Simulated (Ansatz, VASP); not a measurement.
# BAuF4: VASP beside Ansatz

File POSCAR:

```
BAuF4
1.0
    3.1143998087      0.0000000000      0.0000000000
    0.0000000000      3.1143998087      0.0000000000
    0.0000000000      0.0000000000      6.1299416125
B Au F
1 1 4
Direct
    0.0000000000      0.0000000000      0.0000000000
    0.5000000000      0.5000000000      0.5000000000
    0.5000000000      0.0000000000      0.8296967829
    0.0000000000      0.5000000000      0.1703032171
    0.5000000000      0.0000000000      0.1703032171
    0.0000000000      0.5000000000      0.8296967829
```

The input INCAR.step1:

```
SYSTEM = BAuF4
ALGO = Normal ; EDIFF = 1E-4
ENCUT = 520 ; GGA = PE
ISMEAR = -1 ; LASPH = .True.
LCHARG = .False. ; LREAL = .False.
LWAVE = .True. ; NBANDS = 30
NELM = 100 ; PREC = Accurate
SIGMA = 0.03
```

File INCAR.step2:

```
SYSTEM = BAuF4
ALGO = Normal ; BPARAM = 11.95
CPARAM = 0.0093 ; EDIFF = 1E-6
ENCUT = 520 ; ISIF = 2
ISMEAR = -1 ; ISTART = 1
IVDW_NL = 2 ; LASPH = .True.
LCHARG = .False. ; LMIXTAU = .True.
LREAL = .False. ; LUSE_VDW = .True.
LWAVE = .False. ; METAGGA = R2SCAN
NBANDS = 30 ; NELM = 100
PREC = Accurate ; SIGMA = 0.03
```

KPOINTS

```
k-points
0
Gamma
  10 10 6
  0 0 0
```

Input for Ansatz:

```yaml
crystal:
  lattice:
    - [3.1143998087, 0.0, 0.0]
    - [0.0, 3.1143998087, 0.0]
    - [0.0, 0.0, 6.1299416125]
  atoms:
    - { symbol: B, position: [0.0, 0.0, 0.0] }
    - { symbol: Au, position: [0.5, 0.5, 0.5] }
    - { symbol: F, position: [0.5, 0.0, 0.8296967829] }
    - { symbol: F, position: [0.0, 0.5, 0.1703032171] }
    - { symbol: F, position: [0.5, 0.0, 0.1703032171] }
    - { symbol: F, position: [0.0, 0.5, 0.8296967829] }
kpoints:
  mp_grid: { grid: [10, 10, 6] }
  band_path:
    path:
      - [0.0, 0.0, 0.0]
      - [0.0, 0.5, 0.0]
      - [0.5, 0.5, 0.0]
      - [0.0, 0.0, 0.5]
      - [0.0, 0.5, 0.5]
      - [0.5, 0.5, 0.5]
    npoints: 1
hamiltonian:
  xc: r2scan
  dispersion: rvv10
scf:
  occupations: { method: fermi_dirac, width: 0.03 }
  n_extra_bands: 5
output:
  forces: true
  stress: true
  eigenvalues: true
  write_density: true
  write_potential: true
  elf: true
  volumetric_format: npy
```

Alike in both runs: task single point; functional r2SCAN; dispersion rVV10; k mesh 10 × 10 × 6; occupations fermi-dirac, width 0.03 eV; no spin polarisation.

|  | VASP | Ansatz |
| --- | --- | --- |
| version | VASP 6.6.1 | Ansatz 0.2.0 |
| potentials or method | VASP PAW PBE potentials, release 64 (B, Au, F) | plane waves, PAW |
| plane-wave cutoff (eV) | 520 | 500 |
| valence electrons in the cell | 42 | 50 |

```csv
,VASP,Ansatz,Ansatz less VASP
pressure (GPa),0.0,0.0,+0.03
"traceless stress, the component that is largest in VASP (GPa)",0.10,0.00,-0.103
```

VASP's potentials were made for PBE, not for r2SCAN. VASP's potentials hold 42 valence electrons a cell and Ansatz's 50, so a difference there can come from the potentials and not from the codes.

Neither program's run includes spin-orbit coupling.
